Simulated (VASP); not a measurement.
# GeSb4Te7 (P-3m1) in VASP: further runs

The runs below take GeSb4Te7 through single point, relaxation of cell and atoms, with PBEsol.

All numbers are computed with VASP 6.6.1; they aren't measurements. Logs are shortened: lines on timing, memory, paths and dates and some standing lists are left out, and cuts for length are marked.

### 1 The cell of the first run

It takes space group P-3m1 (No. 164, trigonal). Conventional cell: a = 4.173 Å, b = 4.173 Å, c = 22.751 Å, α = 90.00°, β = 90.00°, γ = 120.00°. Ge (site symmetry -3m) has 6 Te at 2.91 Å within 3.8 Å. Sb (site symmetry 3m) has 6 Te at 2.96 to 3.09 Å within 3.9 Å. Within 3.9 Å of Sb (site symmetry 3m) lie 6 Te at 2.96 to 3.10 Å. Te (site symmetry 3m) has 3 Sb at 2.96 Å and 3 Te at 3.41 Å within 3.9 Å. Te (site symmetry 3m) has 3 Sb at 2.96 Å and 3 Te at 3.41 Å within 3.9 Å. Te (site symmetry 3m) has 3 Ge at 2.91 Å and 3 Sb at 3.10 Å within 3.8 Å. Te (site symmetry -3m) has 6 Sb at 3.09 Å and 6 Te at 4.17 Å within 4.2 Å.

### 2 Single point, PBEsol

Input file INCAR:

```
ALGO = Fast
EDIFF = 1E-7
ENCUT = 520
GGA = PS
ISIF = 2
ISMEAR = 0
LASPH = T
LCHARG = T
LELF = T
LREAL = F
LVHAR = T
LWAVE = F
NBANDS = 50
NELM = 60
PREC = Accurate
SIGMA = 0.01
```

Input file KPOINTS:

```
k-points
0
Gamma
  12 12 2
```

Input file POSCAR:

```
GeSb4Te7
1.0
    4.1733369974      0.0000000000      0.0000000000
   -2.0866684987      3.6142158583      0.0000000000
    0.0000000000      0.0000000000     22.7511916502
Ge Sb Te
1 4 7
Direct
    0.0000000000      0.0000000000      0.5000000000
    0.6666666667      0.3333333333      0.9147517180
    0.3333333333      0.6666666667      0.3426987415
    0.3333333333      0.6666666667      0.0852482820
    0.6666666667      0.3333333333      0.6573012585
    0.3333333333      0.6666666667      0.8389077791
    0.6666666667      0.3333333333      0.1610922209
    0.0000000000      0.0000000000      0.7329502181
    0.6666666667      0.3333333333      0.4286320257
    0.3333333333      0.6666666667      0.5713679743
    0.0000000000      0.0000000000      0.0000000000
    0.0000000000      0.0000000000      0.2670497819
```

Potentials or basis: VASP PAW PBE potentials, release 64 (Ge_d, Sb, Te).

Run with:

```
cat potpaw_PBE.64/Ge_d/POTCAR potpaw_PBE.64/Sb/POTCAR potpaw_PBE.64/Te/POTCAR > POTCAR
mpirun -np 1 vasp_std > vasp.out
```

OUTCAR:

```text
EDIFF = 1E-7
   ENCUT = 520
   GGA = PS
   ISIF = 2
   ISMEAR = 0
   LASPH = T
   LREAL = F
   NELM = 60
   PREC = Accurate

 ion  position               nearest neighbor table
   1  0.000  0.000  0.500-   9 2.91  10 2.91  10 2.91   9 2.91   9 2.91  10 2.91
   2  0.667  0.333  0.915-   6 2.96   6 2.96   6 2.96  11 3.09  11 3.09  11 3.09
   3  0.333  0.667  0.343-  12 2.96  12 2.96  12 2.96   9 3.10   9 3.10   9 3.10
   4  0.333  0.667  0.085-   7 2.96   7 2.96   7 2.96  11 3.09  11 3.09  11 3.09
   5  0.667  0.333  0.657-   8 2.96   8 2.96   8 2.96  10 3.10  10 3.10  10 3.10
   6  0.333  0.667  0.839-   2 2.96   2 2.96   2 2.96   8 3.41   8 3.41   8 3.41
   7  0.667  0.333  0.161-   4 2.96   4 2.96   4 2.96  12 3.41  12 3.41  12 3.41
   8  0.000  0.000  0.733-   5 2.96   5 2.96   5 2.96   6 3.41   6 3.41   6 3.41
   9  0.667  0.333  0.429-   1 2.91   1 2.91   1 2.91   3 3.10   3 3.10   3 3.10
  10  0.333  0.667  0.571-   1 2.91   1 2.91   1 2.91   5 3.10   5 3.10   5 3.10
  11  0.000  0.000  0.000-   2 3.09   4 3.09   4 3.09   2 3.09   2 3.09   4 3.09
  12  0.000  0.000  0.267-   3 2.96   3 2.96   3 2.96   7 3.41   7 3.41   7 3.41

  LATTYP: Found a hexagonal cell.
 ALAT       =     4.1733369974
 C/A-ratio  =     5.4515587081

  Lattice vectors:

 A1 = (   4.1733369974,   0.0000000000,   0.0000000000)
 A2 = (  -2.0866684987,   3.6142158583,   0.0000000000)
 A3 = (   0.0000000000,   0.0000000000,  22.7511916502)

Analysis of symmetry for initial positions (statically):
=====================================================================
 Subroutine PRICEL returns:
 Original cell was already a primitive cell.

 Routine SETGRP: Setting up the symmetry group for a
 hexagonal supercell.

 Subroutine GETGRP returns: Found 12 space group operations
 (whereof 12 operations were pure point group operations)
 out of a pool of 24 trial point group operations.

The static configuration has the point symmetry D_3d.

Analysis of symmetry for dynamics (positions and initial velocities):
=====================================================================
 Subroutine PRICEL returns:
 Original cell was already a primitive cell.

 Routine SETGRP: Setting up the symmetry group for a
 hexagonal supercell.

 Subroutine GETGRP returns: Found 12 space group operations
 (whereof 12 operations were pure point group operations)
 out of a pool of 24 trial point group operations.

The dynamic configuration has the point symmetry D_3d.

 Subroutine INISYM returns: Found 12 space group operations
 (whereof 12 operations are pure point group operations),
 and found     1 'primitive' translations

----------------------------------------------------------------------------------------

                                     Primitive cell

  volume of cell :     343.1640

  direct lattice vectors                    reciprocal lattice vectors
     4.173336997  0.000000000  0.000000000     0.239616403  0.138342595  0.000000000
    -2.086668499  3.614215858  0.000000000     0.000000000  0.276685190  0.000000000
     0.000000000  0.000000000 22.751191650     0.000000000  0.000000000  0.043953742

  length of vectors
     4.173336997  4.173336997 22.751191650     0.276685190  0.276685190  0.043953742

  position of ions in fractional coordinates (direct lattice)
     0.000000000  0.000000000  0.500000000
     0.666666667  0.333333333  0.914751718
     0.333333333  0.666666667  0.342698742
     0.333333333  0.666666667  0.085248282
     0.666666667  0.333333333  0.657301258
     0.333333333  0.666666667  0.838907779
     0.666666667  0.333333333  0.161092221
     0.000000000  0.000000000  0.732950218
     0.666666667  0.333333333  0.428632026
     0.333333333  0.666666667  0.571367974
     0.000000000  0.000000000  0.000000000
     0.000000000  0.000000000  0.267049782

  ion indices of the primitive-cell ions
   primitive index   ion index
                 1           1
                 2           2
                 3           3
                 4           4
                 5           5
                 6           6
                 7           7
                 8           8
                 9           9
                10          10
                11          11
                12          12

----------------------------------------------------------------------------------------

 KPOINTS: k-points

Automatic generation of k-mesh.
 Grid dimensions read from file:
 generate k-points for:   12   12    2

 Generating k-lattice:

  Cartesian coordinates                     Fractional coordinates (reciprocal lattice)
     0.019968034  0.011528550  0.000000000     0.083333333 -0.000000000  0.000000000
     0.000000000  0.023057099  0.000000000     0.000000000  0.083333333  0.000000000
     0.000000000  0.000000000  0.021976871     0.000000000  0.000000000  0.500000000

  Length of vectors
     0.023057099  0.023057099  0.021976871

  Shift w.r.t. Gamma in fractional coordinates (k-lattice)
     0.000000000  0.000000000  0.000000000

 Subroutine IBZKPT returns following result:
 ===========================================

 Found     38 irreducible k-points:

 Following reciprocal coordinates:
            Coordinates               Weight
  0.000000  0.000000  0.000000      1.000000
  0.083333  0.000000  0.000000      6.000000
  0.166667 -0.000000  0.000000      6.000000
  0.250000  0.000000  0.000000      6.000000
  0.333333 -0.000000  0.000000      6.000000
  0.416667 -0.000000  0.000000      6.000000
[... 16 lines left out ...]
  0.250000  0.000000  0.500000      6.000000
  0.333333 -0.000000  0.500000      6.000000
 [... further k-points ...]
   k-points           NKPTS =     38   k-points in BZ     NKDIM =     38   number of bands    NBANDS=     50
   number of dos      NEDOS =    301   number of ions     NIONS =     12
   total plane-waves  NPLWV = 184320
   dimension x,y,z NGX =    32 NGY =   32 NGZ =  180
   dimension x,y,z NGXF=    64 NGYF=   64 NGZF=  360
   ions per type =               1   4   7
   NGX,Y,Z   is equivalent  to a cutoff of  12.75, 12.75, 13.15 a.u.
   NGXF,Y,Z  is equivalent  to a cutoff of  25.49, 25.49, 26.31 a.u.
 SYSTEM =  unknown system
   PREC   = accura    normal or accurate (medium, high low for compatibility)
   ISTART =      0    job   : 0-new  1-cont  2-samecut
   ICHARG =      2    charge: 1-file 2-atom 10-const
   ISPIN  =      1    spin polarized calculation?
   LNONCOLLINEAR =      F non collinear calculations
   LSORBIT =      F    spin-orbit coupling
   LASPH  =      T    aspherical Exc in radial PAW
   ENCUT  =  520.0 eV  38.22 Ry    6.18 a.u.   7.76  7.76 42.30*2*pi/ulx,y,z
   NELM   =     60;   NELMIN=  2; NELMDL= -5     # of ELM steps
   EDIFF  = 0.1E-06   stopping-criterion for ELM
   LREAL  =      F    real-space projection
   EDIFFG = 0.1E-05   stopping-criterion for IOM
   NSW    =      0    number of steps for IOM
   IBRION =     -1    ionic relax: 0-MD 1-quasi-New 2-CG
   NFREE  =      0    steps in history (QN), initial steepest desc. (CG)
   ISIF   =      2    stress and relaxation
   ISYM   =      2    0-nonsym 1-usesym 2-fastsym
   POTIM  = 0.5000    time-step for ionic-motion
   TEBEG  =    0.0;   TEEND  =   0.0 temperature during run
   PSTRESS=    0.0 pullay stress
   NELECT =      76.0000    total number of electrons
   NUPDOWN=      -1.0000    fix difference up-down
   EMIN   =  10.00;   EMAX   =-10.00  energy-range for DOS
   EFERMI =   0.00;   METHOD = LEGACY
   ISMEAR =     0;   SIGMA  =   0.01  broadening in eV -4-tet -1-fermi 0-gaus
   EFERMI_NEDOS =   21; number of points for ismear=-14 and -15
   IALGO  =     68    algorithm
   IMIX   =      4    mixing-type and parameters
     AMIX     =   0.40;   BMIX     =  1.00
     AMIX_MAG =   1.60;   BMIX_MAG =  1.00
  volume/ion in A,a.u.               =      28.60       192.98
  Fermi-wavevector in a.u.,A,eV,Ry     =   0.990479  1.871735 13.347989  0.981050
  Thomas-Fermi vector in A             =   2.122153
   LORBIT       =      0    0 simple, 1 ext, 2 COOP (PROOUT), +10 PAW based schemes
   GGA     = PS    functional components
   LHFCALC =     F    Hartree Fock is set to
   AEXX    =    0.0000 exact exchange contribution
   IVDW    =     0    specifies the selected vdW correction
   LEPSILON=     F    determine dielectric tensor
   LRPA    =     F    only Hartree local field effects (RPA)
 non-spin polarized calculation
 RMM-DIIS sequential band-by-band and
 Gauss-broadening in eV      SIGMA  =   0.01
  energy-cutoff  :      520.00
  volume of cell :      343.16
 maximum number of plane-waves:      9288
 NGX is ok and might be reduce to    32
   NGX = 15   NGY = 15   NGZ = 85

 number of electron      75.9999990 magnetization

 Free energy of the ion-electron system (eV)
  ---------------------------------------------------
  ext. energy  EPLUGINS =         0.00000000
  ---------------------------------------------------
  free energy    TOTEN  =       -49.05708098 eV

  energy without entropy =      -49.05704180  energy(sigma->0) =      -49.05706139

 E-fermi :   7.6472     XC(G=0):  -9.9184

 val. band max:        7.6472313547   @ k =   0.0000   0.0000   0.5000
 cond. band min:       7.6472319805   @ k =   0.0000   0.0000   0.5000
 fundamental gap:      0.0000006258
 Fermi energy:         7.6472316677

 k-point     1 :       0.0000    0.0000    0.0000
  band No.  band energies     occupation
      1     -17.3045      2.00000
      2     -17.3045      2.00000
      3     -17.2959      2.00000
      4     -17.2938      2.00000
      5     -17.2938      2.00000
      6      -6.3508      2.00000
[... 42 lines left out ...]
     49       9.2093      0.00000
     50       9.9221      0.00000

 k-point     2 :       0.0833    0.0000    0.0000
  band No.  band energies     occupation
      1     -17.3047      2.00000
      2     -17.3044      2.00000
      3     -17.2958      2.00000
      4     -17.2939      2.00000
      5     -17.2937      2.00000
      6      -6.2822      2.00000
[... 42 lines left out ...]
     49       9.5845      0.00000
     50      10.0503      0.00000

 k-point     3 :       0.1667   -0.0000    0.0000
  band No.  band energies     occupation
      1     -17.3054      2.00000
      2     -17.3041      2.00000
      3     -17.2955      2.00000
      4     -17.2939      2.00000
      5     -17.2933      2.00000
      6      -6.0782      2.00000
[... 42 lines left out ...]
     49       9.8663      0.00000
     50      10.4550      0.00000

 k-point     4 :       0.2500    0.0000    0.0000
  band No.  band energies     occupation
      1     -17.3064      2.00000
      2     -17.3039      2.00000
      3     -17.2952      2.00000
      4     -17.2938      2.00000
      5     -17.2928      2.00000
      6      -5.7458      2.00000
[... 999 lines left out ...]
 k-point    23 :       0.2500    0.0000    0.5000
  band No.  band energies     occupation
      1     -17.3064      2.00000
      2     -17.3039      2.00000
      3     -17.2952      2.00000
      4     -17.2938      2.00000
      5     -17.2928      2.00000
      6      -5.6957      2.00000
[... 42 lines left out ...]
     49      10.2441      0.00000
     50      10.6129      0.00000

 k-point    24 :       0.3333   -0.0000    0.5000
  band No.  band energies     occupation
      1     -17.3074      2.00000
      2     -17.3036      2.00000
      3     -17.2952      2.00000
      4     -17.2934      2.00000
      5     -17.2922      2.00000
      6      -5.2607      2.00000
[... 42 lines left out ...]
     49      10.3780      0.00000
     50      10.6957      0.00000

 [... further k-points ...]

------------------------ aborting loop because EDIFF is reached ----------------------------------------

  FORCE on cell =-STRESS in cart. coord.  units (eV):
  Direction    XX          YY          ZZ          XY          YZ          ZX
  --------------------------------------------------------------------------------------
  -------------------------------------------------------------------------------------
  Total        7.2997335      7.2997335      7.3537830      0.0000000      0.0000000      0.0000000
  in kB       34.0812798     34.0812798     34.3336285      0.0000000      0.0000000      0.0000000
  external PRESSURE =      34.1653960 kB  Pullay stress =       0.0000000 kB

 VOLUME and BASIS-vectors are now :
 -----------------------------------------------------------------------------
  energy-cutoff  :      520.00
  volume of cell :      343.16
      direct lattice vectors                 reciprocal lattice vectors
     4.173336997  0.000000000  0.000000000     0.239616403  0.138342595  0.000000000
    -2.086668499  3.614215858  0.000000000     0.000000000  0.276685190  0.000000000
     0.000000000  0.000000000 22.751191650     0.000000000  0.000000000  0.043953742

 POSITION                                       TOTAL-FORCE (eV/Angst)
 -----------------------------------------------------------------------------------
      0.00000      0.00000     11.37560         0.000000      0.000000      0.000000
      2.08667      1.20474     20.81169        -0.000000      0.000000      0.030953
     -0.00000      2.40948      7.79680        -0.000000      0.000000      0.032820
     -0.00000      2.40948      1.93950         0.000000     -0.000000     -0.030953
      2.08667      1.20474     14.95439         0.000000     -0.000000     -0.032820
     -0.00000      2.40948     19.08615         0.000000      0.000000     -0.039954
      2.08667      1.20474      3.66504         0.000000      0.000000      0.039954
      0.00000      0.00000     16.67549        -0.000000     -0.000000      0.040276
      2.08667      1.20474      9.75189        -0.000000      0.000000     -0.001684
     -0.00000      2.40948     12.99930         0.000000      0.000000      0.001684
      0.00000      0.00000      0.00000         0.000000      0.000000      0.000000
      0.00000      0.00000      6.07570         0.000000      0.000000     -0.040276
 -----------------------------------------------------------------------------------
    total drift:                               -0.000000      0.000000      0.000000

  FREE ENERGIE OF THE ION-ELECTRON SYSTEM (eV)
  ---------------------------------------------------
  free  energy   TOTEN  =       -49.0570809837 eV

  energy  without entropy=      -49.0570418038  energy(sigma->0) =      -49.05706139
```

Wall time 26 min (1 thread of Oxide Virtual Turin-like, shared host); peak memory 0.76 GiB.

What came out:

```yaml
Free_energy: -49.0571 eV
Pressure: 3.4 GPa
Largest_force: 0.040 eV/Å
Band_gap_on_the_k_mesh: zero (filled and empty bands touch)
```

Forces on the atoms (eV/Å):
```
Ge   0.000  0.000  0.000
Sb   0.000  0.000  0.031
Sb   0.000  0.000  0.033
Sb   0.000  0.000 -0.031
Sb   0.000  0.000 -0.033
Te   0.000  0.000 -0.040
Te   0.000  0.000  0.040
Te   0.000  0.000  0.040
Te   0.000  0.000 -0.002
Te   0.000  0.000  0.002
Te   0.000  0.000  0.000
Te   0.000  0.000 -0.040
```

Levels at points of the mesh, in eV from the Fermi level:
```csv
k point,band 35,band 36,band 37,band 38,band 39,band 40,band 41,band 42
"(0.00, 0.00, 0.00)",-1.26,-1.24,-0.33,-0.09,0.18,0.18,0.22,0.22
"(0.50, 0.00, 0.00)",-1.78,-1.77,-1.09,-1.08,0.72,0.75,0.78,0.79
"(0.00, 0.00, 0.50)",-1.39,-1.03,-0.43,0.00,0.00,0.13,0.21,0.56
"(0.50, 0.00, 0.50)",-1.94,-1.44,-1.07,-0.48,0.12,0.19,0.31,1.17
```

Caveat: the cell stands under pressure; the PAW data sets were made with another functional, which shifts forces and pressure a little; spin-orbit coupling is left out, which moves the levels of the heavy elements.

### 3 Single point, PBEsol

Input file INCAR:

```
SYSTEM = GeSb4Te7
ALGO     = Fast           ! electronic algorithm
EDIFF    = 1E-6           ! SCF threshold, eV
ENCUT    = 520            ! plane-wave cutoff, eV
GGA      = PS             ! functional
ISIF     = 2              ! what is computed and relaxed
ISMEAR   = 0              ! smearing method
LASPH    = .True.         ! aspherical terms in the spheres
LCHARG   = .False.        ! write CHGCAR
LREAL    = .False.        ! projectors in reciprocal space
LWAVE    = .False.        ! write WAVECAR
NBANDS   = 50             ! bands
NELM     = 100            ! most SCF steps
PREC     = Accurate       ! precision mode
SIGMA    = 0.01           ! smearing width, eV
```

Input file KPOINTS:

```
k-points
0
Gamma
  12 12 2
  0 0 0
```

POSCAR is that of step 2.

Potentials or basis: VASP PAW PBE potentials, release 64 (Ge_d, Sb, Te).

Run with:

```
cat potpaw_PBE.64/Ge_d/POTCAR potpaw_PBE.64/Sb/POTCAR potpaw_PBE.64/Te/POTCAR > POTCAR
mpirun -np 1 vasp_std > vasp.out
```

It took 17 min on 1 thread of Oxide Virtual Turin-like, shared host; peak memory 0.77 GiB.

Results (log left out):

```yaml
Free_energy: -49.0571 eV
Pressure: 3.4 GPa
Largest_force: 0.040 eV/Å
Band_gap_on_the_k_mesh: zero (filled and empty bands touch)
```

Forces on the atoms (eV/Å):
```
Ge   0.000  0.000  0.000
Sb   0.000  0.000  0.031
Sb   0.000  0.000  0.033
Sb   0.000  0.000 -0.031
Sb   0.000  0.000 -0.033
Te   0.000  0.000 -0.040
Te   0.000  0.000  0.040
Te   0.000  0.000  0.040
Te   0.000  0.000 -0.002
Te   0.000  0.000  0.002
Te   0.000  0.000  0.000
Te   0.000  0.000 -0.040
```

Levels at points of the mesh, in eV from the Fermi level:
```tsv
k point	band 34	band 35	band 36	band 37	band 38	band 39	band 40	band 41	band 42	band 43
(0.00, 0.00, 0.00)	-1.47	-1.26	-1.24	-0.33	-0.09	0.18	0.18	0.22	0.22	0.56
(0.50, 0.00, 0.00)	-2.05	-1.78	-1.77	-1.09	-1.08	0.72	0.75	0.78	0.79	1.05
(0.00, 0.00, 0.50)	-1.39	-1.39	-1.03	-0.43	0.00	0.00	0.13	0.21	0.56	0.56
(0.50, 0.00, 0.50)	-2.19	-1.94	-1.44	-1.07	-0.48	0.12	0.19	0.31	1.17	1.47
```

Caveat: the cell stands under pressure; the PAW data sets were made with another functional, which shifts forces and pressure a little; spin-orbit coupling is left out, which moves the levels of the heavy elements.

[end of part 1 of 2]
